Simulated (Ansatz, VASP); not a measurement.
## Two plane-wave programs on Pd

Contents of INCAR:

```
  ALGO = Normal
  EDIFF = 1E-6
  EDIFFG = -0.01
  ENCUT = 600
  GGA = PE
  IBRION = 2
  ISIF = 3
  ISMEAR = -1
  LASPH = True
  LCHARG = False
  LREAL = False
  LWAVE = False
  NELM = 80
  NSW = 80
  PREC = Accurate
  SIGMA = 0.1
```

KPOINTS

```
k-points
0
Gamma
  5 5 5
```

The input POSCAR:

```
Pd
1.0
    4.9008408999      0.0000000000      0.0000000000
    0.0000000000      4.9008408999      0.0000000000
    0.0000000000      0.0000000000      4.9008408999
Pd
8
Direct
    0.0000000000      0.0000000000      0.0000000000
    0.5000000000      0.5000000000      0.5000000000
    0.2500000000      0.0000000000      0.5000000000
    0.7500000000      0.0000000000      0.5000000000
    0.5000000000      0.2500000000      0.0000000000
    0.5000000000      0.7500000000      0.0000000000
    0.0000000000      0.5000000000      0.2500000000
    0.0000000000      0.5000000000      0.7500000000
```

Input for Ansatz:

```yaml
crystal:
  lattice:
    - [4.9008408999, 0.0, 0.0]
    - [0.0, 4.9008408999, 0.0]
    - [0.0, 0.0, 4.9008408999]
  atoms:
    - { symbol: Pd, position: [0.0, 0.0, 0.0] }
    - { symbol: Pd, position: [0.5, 0.5, 0.5] }
    - { symbol: Pd, position: [0.25, 0.0, 0.5] }
    - { symbol: Pd, position: [0.75, 0.0, 0.5] }
    - { symbol: Pd, position: [0.5, 0.25, 0.0] }
    - { symbol: Pd, position: [0.5, 0.75, 0.0] }
    - { symbol: Pd, position: [0.0, 0.5, 0.25] }
    - { symbol: Pd, position: [0.0, 0.5, 0.75] }
hamiltonian:
  xc: pbe
  pseudopotentials:
    kind: paw
    azcp:
      Pd: "pseudopotentials/Pd.paw.azcp"
basis:
  ecutwfc: 420
  fft_grid_basis: typed
kpoints:
  mp_grid: { grid: [5, 5, 5], shift: [0, 0, 0] }
magnetization:
  spin_polarized: false
scf:
  occupations: { method: fermi_dirac, width: 0.1 }
relax:
  max_steps: 60
  f_tol: 0.01
  cell: {}
```

Alike in both runs: task relaxation of cell and atoms; functional PBE; k mesh 5 × 5 × 5; occupations fermi-dirac, width 0.1 eV; no spin polarisation.

|  | VASP | Ansatz |
| --- | --- | --- |
| version | VASP 6.6.1 | Ansatz 0.2.0 |
| potentials or method | VASP PAW PBE potentials, release 64 (Pd), cutoff 600 eV | plane waves (420 eV) with PAW, scalar-relativistic |
| valence electrons in the cell | 80 | 144 |

```tsv
	VASP	Ansatz	Ansatz less VASP
relaxed volume (Å³/atom)	15.75	15.79	+0.040
relaxed cell length with the largest relative difference (Å)	5.014	5.018	+0.0043
```

VASP's potentials hold 80 valence electrons a cell and Ansatz's 144, so a difference there can come from the potentials and not from the codes.
